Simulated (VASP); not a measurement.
# TiCo3 in VASP: notebook

TiCo3 is run at these levels: PBEsol; tasks: single point, relaxation of cell and atoms.

Everything below comes from runs of VASP 6.6.1. Logs are shortened: lines on timing, memory, paths and dates and some standing lists are left out, and cuts for length are marked.

## 1. The cell of the first run

Symmetry: Pm-3m, No. 221, cubic system. Conventional cell: a = 3.529 Å, b = 3.529 Å, c = 3.529 Å, α = 90.00°, β = 90.00°, γ = 90.00°. Ti (site symmetry m-3m) has 12 Co at 2.50 Å within 3.3 Å. Co (site symmetry 4/mmm) has 4 Ti at 2.50 Å and 8 Co at 2.50 Å within 3.3 Å.

## 2. Single point, PBEsol, collinear spin, ferromagnetic start

The input, INCAR:

```
PREC = Accurate ; ENCUT = 520
EDIFF = 1E-6 ; ISMEAR = 0
SIGMA = 0.2 ; LREAL = F
LASPH = T ; NELM = 150
ALGO = Normal ; ISIF = 2
LWAVE = F ; LCHARG = F
ISPIN = 2 ; MAGMOM = 0 0.26 0.26 0.26
LORBIT = 11 ; LMAXMIX = 4
GGA = PS ; NBANDS = 32
```

The input, KPOINTS:

```
regular mesh
0
Gamma
  12 12 12
```

The input, POSCAR:

```
TiCo3
1.0
    3.5287351136      0.0000000000      0.0000000000
    0.0000000000      3.5287351136      0.0000000000
    0.0000000000      0.0000000000      3.5287351136
Ti Co
1 3
Direct
    0.0000000000      0.0000000000      0.0000000000
    0.0000000000      0.5000000000      0.5000000000
    0.5000000000      0.0000000000      0.5000000000
    0.5000000000      0.5000000000      0.0000000000
```

Potentials or basis: VASP PAW PBE potentials, release 64 (Ti_sv, Co).

Launch:

```bash
$ cat potpaw_PBE.64/Ti_sv/POTCAR potpaw_PBE.64/Co/POTCAR > POTCAR
$ mpirun -np 1 vasp_std > vasp.out
```

OUTCAR:

```text
PREC = Accurate
   ENCUT = 520
   EDIFF = 1E-6
   ISMEAR = 0
   LREAL = F
   LASPH = T
   NELM = 150
   ISIF = 2
   ISPIN = 2
   LORBIT = 11
   GGA = PS

 ion  position               nearest neighbor table
   1  0.000  0.000  0.000-   2 2.50   3 2.50   4 2.50   2 2.50   3 2.50   2 2.50   4 2.50   2 2.50
                             3 2.50   4 2.50   3 2.50   4 2.50
   2  0.000  0.500  0.500-   1 2.50   3 2.50   4 2.50   1 2.50   4 2.50   1 2.50   3 2.50   1 2.50
                             3 2.50   4 2.50   4 2.50   3 2.50
   3  0.500  0.000  0.500-   1 2.50   2 2.50   4 2.50   1 2.50   4 2.50   2 2.50   4 2.50   4 2.50
                             1 2.50   2 2.50   1 2.50   2 2.50
   4  0.500  0.500  0.000-   1 2.50   2 2.50   3 2.50   2 2.50   3 2.50   1 2.50   3 2.50   3 2.50
                             1 2.50   2 2.50   2 2.50   1 2.50

  LATTYP: Found a simple cubic cell.
 ALAT       =     3.5287351136

  Lattice vectors:

 A1 = (   3.5287351136,   0.0000000000,   0.0000000000)
 A2 = (   0.0000000000,   3.5287351136,   0.0000000000)
 A3 = (   0.0000000000,   0.0000000000,   3.5287351136)

Analysis of symmetry for initial positions (statically):
=====================================================================
 Subroutine PRICEL returns:
 Original cell was already a primitive cell.

 Routine SETGRP: Setting up the symmetry group for a
 simple cubic supercell.

 Subroutine GETGRP returns: Found 48 space group operations
 (whereof 48 operations were pure point group operations)
 out of a pool of 48 trial point group operations.

The static configuration has the point symmetry O_h .

Analysis of symmetry for dynamics (positions and initial velocities):
=====================================================================
 Subroutine PRICEL returns:
 Original cell was already a primitive cell.

 Routine SETGRP: Setting up the symmetry group for a
 simple cubic supercell.

 Subroutine GETGRP returns: Found 48 space group operations
 (whereof 48 operations were pure point group operations)
 out of a pool of 48 trial point group operations.

The dynamic configuration has the point symmetry O_h .

Analysis of structural, dynamic, and magnetic symmetry:
=====================================================================
 Subroutine PRICEL returns:
 Original cell was already a primitive cell.

 Routine SETGRP: Setting up the symmetry group for a
 simple cubic supercell.

 Subroutine GETGRP returns: Found 48 space group operations
[... 135 lines left out ...]
   IVDW    =     0    specifies the selected vdW correction
   LEPSILON=     F    determine dielectric tensor
   LRPA    =     F    only Hartree local field effects (RPA)
 spin polarized calculation
 Gauss-broadening in eV      SIGMA  =   0.20
  energy-cutoff  :      520.00
  volume of cell :       43.94
 maximum number of plane-waves:      1213
 NGX is ok and might be reduce to    28
   NGX = 13   NGY = 13   NGZ = 13

 number of electron      38.9999988 magnetization       0.5850296

 Free energy of the ion-electron system (eV)
  ---------------------------------------------------
  ext. energy  EPLUGINS =         0.00000000
  ---------------------------------------------------
  free energy    TOTEN  =       -32.76577990 eV

  energy without entropy =      -32.65942423  energy(sigma->0) =      -32.71260206

 E-fermi :  10.6811     XC(G=0): -13.6679

 val. band max:       10.6741390721   @ k =   0.3333   0.2500   0.1667
 cond. band min:      10.6832715705   @ k =   0.1667   0.1667   0.1667
 fundamental gap:      0.0091324984
 Fermi energy:        10.6811370954

 spin component 1

 k-point     1 :       0.0000    0.0000    0.0000
  band No.  band energies     occupation
      1     -45.4133      1.00000
      2     -21.7781      1.00000
      3     -21.7781      1.00000
      4     -21.7781      1.00000
      5       2.4723      1.00000
      6       6.1093      1.00000
[... 805 lines left out ...]
     30      22.9973      0.00000
     31      23.5274      0.00000

 [... further k-points ...]

 spin component 2

 k-point     1 :       0.0000    0.0000    0.0000
  band No.  band energies     occupation
      1     -45.4760      1.00000
      2     -21.8416      1.00000
      3     -21.8416      1.00000
      4     -21.8416      1.00000
      5       2.4802      1.00000
      6       6.2135      1.00000
[... 805 lines left out ...]
     30      23.0647      0.00000
     31      23.5648      0.00000

 [... further k-points ...]

 [bands above 31 left out]

------------------------ aborting loop because EDIFF is reached ----------------------------------------

  FORCE on cell =-STRESS in cart. coord.  units (eV):
  Direction    XX          YY          ZZ          XY          YZ          ZX
  --------------------------------------------------------------------------------------
  -------------------------------------------------------------------------------------
  Total       -0.1816033     -0.1816033     -0.1816033      0.0000000      0.0000000     -0.0000000
  in kB       -6.6218171     -6.6218171     -6.6218171      0.0000000      0.0000000     -0.0000000
  external PRESSURE =      -6.6218171 kB  Pullay stress =       0.0000000 kB

 VOLUME and BASIS-vectors are now :
 -----------------------------------------------------------------------------
  energy-cutoff  :      520.00
  volume of cell :       43.94
      direct lattice vectors                 reciprocal lattice vectors
     3.528735114  0.000000000  0.000000000     0.283387664  0.000000000  0.000000000
     0.000000000  3.528735114  0.000000000     0.000000000  0.283387664  0.000000000
     0.000000000  0.000000000  3.528735114     0.000000000  0.000000000  0.283387664

 POSITION                                       TOTAL-FORCE (eV/Angst)
 -----------------------------------------------------------------------------------
      0.00000      0.00000      0.00000         0.000000      0.000000      0.000000
      0.00000      1.76437      1.76437         0.000000      0.000000      0.000000
      1.76437      0.00000      1.76437         0.000000      0.000000      0.000000
      1.76437      1.76437      0.00000         0.000000      0.000000      0.000000
 -----------------------------------------------------------------------------------
    total drift:                                0.000000      0.000000      0.000000

  FREE ENERGIE OF THE ION-ELECTRON SYSTEM (eV)
  ---------------------------------------------------
  free  energy   TOTEN  =       -32.7657798989 eV

  energy  without entropy=      -32.6594242252  energy(sigma->0) =      -32.71260206

 total charge

# of ion       s       p       d       tot
------------------------------------------
    1        2.281   6.215   1.994  10.489
    2        0.529   0.549   7.354   8.432
    3        0.529   0.549   7.354   8.432
    4        0.529   0.549   7.354   8.432
--------------------------------------------------
tot          3.868   7.861  24.057  35.785

 magnetization (x)

# of ion       s       p       d       tot
------------------------------------------
    1       -0.001  -0.005  -0.066  -0.073
    2       -0.001  -0.002   0.225   0.223
    3       -0.001  -0.002   0.225   0.223
    4       -0.001  -0.002   0.225   0.223
--------------------------------------------------
tot         -0.003  -0.011   0.610   0.595
```

Run time: 8.4 min. Hardware: 1 thread of Intel Xeon 8259CL, shared host; peak memory 0.3 GiB.

What came out:

| Quantity | Value |
| --- | --- |
| Free energy | -32.7658 eV |
| Pressure | -0.7 GPa |
| Net moment | 0.59 μB per cell |
| Site moments | Ti -0.07; Co +0.22 μB |
| Valence electrons inside the program's atomic spheres | Ti 10.49; Co 8.43 |

Caveat: the PAW data sets were made with another functional, which shifts forces and pressure a little.

## 3. Single point, PBEsol, collinear spin, ferromagnetic start (biaxial strain in the a-b plane: +1.0 %, then relaxed in part)

The input, INCAR:

```
  PREC = Accurate
  ENCUT = 520
  EDIFF = 1E-6
  ISMEAR = 0
  SIGMA = 0.1
  LREAL = False
  LASPH = True
  NELM = 150
  ALGO = Normal
  ISIF = 2
  LWAVE = False
  LCHARG = True
  ISPIN = 2
  MAGMOM = 0 0.3 0.3 0.3
  LORBIT = 11
  LMAXMIX = 4
  GGA = PS
  LELF = True
  LVHAR = True
  NBANDS = 32
```

The input, KPOINTS:

```
Automatic mesh
0
Gamma
  14 14 14
```

The input, POSCAR:

```
TiCo3
1.0
    3.5635295392      0.0000000000      0.0000000000
    0.0000000000      3.5635295392      0.0000000000
    0.0000000000      0.0000000000      3.4847788228
Ti Co
1 3
Direct
    0.0000000000      0.0000000000      0.0000000000
    0.0000000000      0.5000000000      0.5000000000
    0.5000000000      0.0000000000      0.5000000000
    0.5000000000      0.5000000000      0.0000000000
```

Potentials or basis: VASP PAW PBE potentials, release 64 (Ti_sv, Co).

Launch:

```bash
$ cat potpaw_PBE.64/Ti_sv/POTCAR potpaw_PBE.64/Co/POTCAR > POTCAR
$ mpirun -np 1 vasp_std > vasp.out
```

Run time: 23 min. Hardware: 1 thread of Oxide Virtual Turin-like, shared host; peak memory 0.6 GiB.

It converged, with:

- Free energy: -32.7175 eV
- Pressure: -2.5 GPa
- Net moment: 0.59 μB per cell
- Site moments: Ti -0.08; Co +0.19, +0.30 (each value once) μB
- Valence electrons inside the program's atomic spheres: Ti 10.48; Co 8.42, 8.41 (each value once)

Stress tensor (GPa, compression positive):
```
-3.37  0.00  0.00
 0.00 -3.37  0.00
 0.00  0.00 -0.64
```

Levels at points of the mesh, in eV from the Fermi level:
Spin up:
```tsv
k point	band 18	band 19	band 20	band 21	band 22	band 23
(0.00, 0.00, 0.00)	0.56	0.62	0.62	2.54	2.61	3.23
(0.50, 0.00, 0.00)	-0.67	-0.66	-0.08	0.62	1.26	1.28
(0.50, 0.50, 0.00)	-0.97	-0.97	-0.51	-0.48	1.74	1.74
(0.00, 0.00, 0.50)	-0.72	-0.63	-0.08	0.56	1.14	1.14
(0.50, 0.00, 0.50)	-1.03	-0.96	-0.48	-0.48	1.73	1.80
(0.50, 0.50, 0.50)	0.35	0.35	0.41	0.85	0.85	0.90
```
Spin down:
| k point | band 16 | band 17 | band 18 | band 19 | band 20 | band 21 | band 22 | band 23 |
| --- | --- | --- | --- | --- | --- | --- | --- | --- |
| (0.00, 0.00, 0.00) | 0.16 | 0.61 | 0.75 | 0.85 | 0.85 | 2.66 | 2.70 | 3.24 |
| (0.50, 0.00, 0.00) | -0.67 | -0.50 | -0.46 | -0.39 | 0.29 | 0.85 | 1.26 | 1.27 |
| (0.50, 0.50, 0.00) | -1.27 | -0.77 | -0.73 | -0.73 | -0.36 | -0.32 | 1.75 | 1.75 |
| (0.00, 0.00, 0.50) | -0.56 | -0.56 | -0.50 | -0.37 | 0.17 | 0.75 | 1.17 | 1.17 |
| (0.50, 0.00, 0.50) | -1.31 | -0.79 | -0.68 | -0.62 | -0.28 | -0.25 | 1.73 | 1.79 |
| (0.50, 0.50, 0.50) | -0.81 | -0.05 | 0.59 | 0.59 | 0.66 | 0.83 | 0.83 | 0.88 |

Caveat: the cell differs from its parent crystal (biaxial strain in the a-b plane: +1.0 %, then relaxed in part); the PAW data sets were made with another functional, which shifts forces and pressure a little.

## 4. Single point, PBEsol, collinear spin, ferromagnetic start (biaxial strain in the a-b plane: -2.0 %)

The input, INCAR:

```
SYSTEM = TiCo3
PREC = Accurate
ENCUT = 520
EDIFF = 1E-6
ISMEAR = 0
SIGMA = 0.1
LREAL = .False.
LASPH = .True.
NELM = 150
ALGO = Normal
ISIF = 2
LWAVE = .False.
LCHARG = .False.
ISPIN = 2
MAGMOM = 0 0.3 0.3 0.3
LORBIT = 11
LMAXMIX = 4
GGA = PS
NBANDS = 32
```

The input, KPOINTS:

```
Automatic mesh
0
Gamma
  14 14 14
  0 0 0
```

The input, POSCAR:

```
TiCo3
1.0
    3.4576821271      0.0000000000      0.0000000000
    0.0000000000      3.4576821271      0.0000000000
    0.0000000000      0.0000000000      3.5705860333
Ti Co
1 3
Direct
    0.0000000000      0.0000000000      0.0000000000
    0.0000000000      0.5000000000      0.5000000000
    0.5000000000      0.0000000000      0.5000000000
    0.5000000000      0.5000000000      0.0000000000
```

Potentials or basis: VASP PAW PBE potentials, release 64 (Ti_sv, Co).

Launch:

```bash
$ cat potpaw_PBE.64/Ti_sv/POTCAR potpaw_PBE.64/Co/POTCAR > POTCAR
$ mpirun -np 1 vasp_std > vasp.out
```

OUTCAR:

```text
SYSTEM = TiCo3
   PREC = Accurate
   ENCUT = 520
   EDIFF = 1E-6
   ISMEAR = 0
   LREAL = .False.
   LASPH = .True.
   NELM = 150
   ISIF = 2
   ISPIN = 2
   LORBIT = 11
   GGA = PS

 ion  position               nearest neighbor table
   1  0.000  0.000  0.000-   4 2.44   4 2.44   4 2.44   4 2.44   3 2.49   2 2.49   3 2.49   2 2.49
                             3 2.49   2 2.49   3 2.49   2 2.49
   2  0.000  0.500  0.500-   3 2.44   3 2.44   3 2.44   3 2.44   4 2.49   1 2.49   1 2.49   1 2.49
                             4 2.49   4 2.49   4 2.49   1 2.49
   3  0.500  0.000  0.500-   2 2.44   2 2.44   2 2.44   2 2.44   4 2.49   1 2.49   4 2.49   4 2.49
                             1 2.49   4 2.49   1 2.49   1 2.49
   4  0.500  0.500  0.000-   1 2.44   1 2.44   1 2.44   1 2.44   3 2.49   2 2.49   3 2.49   3 2.49
                             3 2.49   2 2.49   2 2.49   2 2.49

  LATTYP: Found a simple tetragonal cell.
 ALAT       =     3.4576821271
 C/A-ratio  =     1.0326530612

  Lattice vectors:

 A1 = (   3.4576821271,   0.0000000000,   0.0000000000)
 A2 = (   0.0000000000,   3.4576821271,   0.0000000000)
 A3 = (   0.0000000000,   0.0000000000,   3.5705860333)

Analysis of symmetry for initial positions (statically):
=====================================================================
 Subroutine PRICEL returns:
 Original cell was already a primitive cell.

 Routine SETGRP: Setting up the symmetry group for a
 simple tetragonal supercell.

 Subroutine GETGRP returns: Found 16 space group operations
 (whereof 16 operations were pure point group operations)
 out of a pool of 16 trial point group operations.

The static configuration has the point symmetry D_4h.

Analysis of symmetry for dynamics (positions and initial velocities):
=====================================================================
 Subroutine PRICEL returns:
 Original cell was already a primitive cell.

 Routine SETGRP: Setting up the symmetry group for a
 simple tetragonal supercell.

 Subroutine GETGRP returns: Found 16 space group operations
 (whereof 16 operations were pure point group operations)
 out of a pool of 16 trial point group operations.

The dynamic configuration has the point symmetry D_4h.

[... 169 lines left out ...]
 fundamental gap:      0.0016479017
 Fermi energy:        11.0985133226

 spin component 1

 k-point     1 :       0.0000    0.0000    0.0000
  band No.  band energies     occupation
      1     -44.9291      1.00000
      2     -21.3062      1.00000
      3     -21.3005      1.00000
      4     -21.3005      1.00000
      5       2.7594      1.00000
      6       6.3565      1.00000
[... 805 lines left out ...]
     30      22.8125      0.00000
     31      23.7193      0.00000

 [... further k-points ...]

 spin component 2

 k-point     1 :       0.0000    0.0000    0.0000
  band No.  band energies     occupation
      1     -44.9747      1.00000
      2     -21.3551      1.00000
      3     -21.3454      1.00000
      4     -21.3454      1.00000
      5       2.7664      1.00000
      6       6.4370      1.00000
[... 805 lines left out ...]
     30      22.8632      0.00000
     31      23.7418      0.00000

 [... further k-points ...]

 [bands above 31 left out]

------------------------ aborting loop because EDIFF is reached ----------------------------------------

  FORCE on cell =-STRESS in cart. coord.  units (eV):
  Direction    XX          YY          ZZ          XY          YZ          ZX
  --------------------------------------------------------------------------------------
  -------------------------------------------------------------------------------------
  Total        2.1070080      2.1070080      0.8181193      0.0000000      0.0000000      0.0000000
  in kB       79.0800849     79.0800849     30.7055986      0.0000000      0.0000000      0.0000000
  external PRESSURE =      62.9552562 kB  Pullay stress =       0.0000000 kB

 VOLUME and BASIS-vectors are now :
 -----------------------------------------------------------------------------
  energy-cutoff  :      520.00
  volume of cell :       42.69
      direct lattice vectors                 reciprocal lattice vectors
     3.457682127  0.000000000  0.000000000     0.289211085  0.000000000  0.000000000
     0.000000000  3.457682127  0.000000000     0.000000000  0.289211085  0.000000000
     0.000000000  0.000000000  3.570586033     0.000000000  0.000000000  0.280066071

 POSITION                                       TOTAL-FORCE (eV/Angst)
 -----------------------------------------------------------------------------------
      0.00000      0.00000      0.00000         0.000000      0.000000      0.000000
      0.00000      1.72884      1.78529         0.000000      0.000000      0.000000
      1.72884      0.00000      1.78529         0.000000      0.000000      0.000000
      1.72884      1.72884      0.00000         0.000000      0.000000      0.000000
 -----------------------------------------------------------------------------------
    total drift:                                0.000000      0.000000      0.000000

  FREE ENERGIE OF THE ION-ELECTRON SYSTEM (eV)
  ---------------------------------------------------
  free  energy   TOTEN  =       -32.6933479373 eV

  energy  without entropy=      -32.6692011095  energy(sigma->0) =      -32.68127452

 total charge

# of ion       s       p       d       tot
------------------------------------------
    1        2.289   6.226   2.032  10.547
    2        0.541   0.574   7.373   8.488
    3        0.541   0.574   7.373   8.488
    4        0.544   0.570   7.389   8.503
--------------------------------------------------
tot          3.916   7.943  24.167  36.026

 magnetization (x)

# of ion       s       p       d       tot
------------------------------------------
    1       -0.001  -0.004  -0.048  -0.053
    2       -0.000  -0.000   0.208   0.207
    3       -0.000  -0.000   0.208   0.207
    4       -0.002  -0.003   0.093   0.088
--------------------------------------------------
tot         -0.003  -0.008   0.460   0.449
```

OSZICAR:

```text
N       E                     dE             d eps       ncg     rms          rms(c)
DAV:   1     0.322559515434E+03    0.32256E+03   -0.16991E+04 37120   0.164E+03
DAV:   2    -0.119299586034E+02   -0.33449E+03   -0.31681E+03 37120   0.375E+02
DAV:   3    -0.371854249761E+02   -0.25255E+02   -0.24314E+02 45304   0.120E+02
[... 13 lines left out ...]
DAV:  17    -0.326932868215E+02   -0.56171E-04   -0.15416E-04 50040   0.120E-01    0.370E-02
DAV:  18    -0.326933395228E+02   -0.52701E-04   -0.46654E-04 48496   0.213E-01    0.157E-02
DAV:  19    -0.326933456500E+02   -0.61272E-05   -0.43186E-05 39776   0.537E-02    0.119E-02
DAV:  20    -0.326933470291E+02   -0.13791E-05   -0.37268E-06 27568   0.203E-02    0.590E-03
DAV:  21    -0.326933479373E+02   -0.90825E-06   -0.48689E-06 29704   0.197E-02
   1 F= -.32693348E+02 E0= -.32681275E+02  d E =-.241468E-01  mag=     0.4443
```

stdout:

```text
POSCAR found type information on POSCAR TiCo
 POSCAR found :  2 types and       4 ions
 scaLAPACK will be used
 -----------------------------------------------------------------------------
|                                                                             |
|                                                                             |
|     You enforced a specific xc type in the INCAR file but a different       |
|     I HOPE YOU KNOW WHAT YOU ARE DOING!                                     |
|                                                                             |
 -----------------------------------------------------------------------------

 LDA part: xc-table for (Slater+PW92), standard interpolation
 POSCAR, INCAR and KPOINTS ok, starting setup
 FFT: planning ... GRIDC
 FFT: planning ... GRID_SOFT
 FFT: planning ... GRID
 WAVECAR not read
 entering main loop
```

It took 19 min on 1 thread of Oxide Virtual Turin-like, shared host; peak memory 0.58 GiB.

What came out:

| Item | Value |
| --- | --- |
| Free energy | -32.6933 eV |
| Pressure | 6.3 GPa |
| Net moment | 0.44 μB per cell |
| Site moments | Ti -0.05; Co +0.21, +0.09 (each value once) μB |
| Valence electrons inside the program's atomic spheres | Ti 10.55; Co 8.49, 8.50 (each value once) |

Caveat: the cell differs from its parent crystal (biaxial strain in the a-b plane: -2.0 %); the cell stands under pressure; the PAW data sets were made with another functional, which shifts forces and pressure a little.

[end of part 1 of 2]
